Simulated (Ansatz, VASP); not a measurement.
# RbCl in VASP and in Ansatz

```
Rb Cl
1.0
     0.00000    3.34913    3.34913
     3.34913    0.00000    3.34913
     3.34913    3.34913    0.00000
Rb Cl
1 1
Direct
  0.00000 0.00000 0.00000
  0.50000 0.50000 0.50000
```

Alike in both runs: task single point; functional PBE; k mesh 6 × 6 × 6; occupations gaussian, width 0.02 eV; non-collinear spin, spin-orbit coupling.

```csv
,VASP,Ansatz
version,VASP 6.6.1,Ansatz 0.2.0
potentials or method,"VASP PAW PBE potentials, release 64 (Rb_sv, Cl), cutoff 500 eV","plane waves, PAW"
valence electrons in the cell,16,16
```

```tsv
	VASP	Ansatz	Ansatz less VASP
pressure (GPa)	0.0	0.0	+0.01
net moment per atom (μB)	0.00	0.00	0.000
```
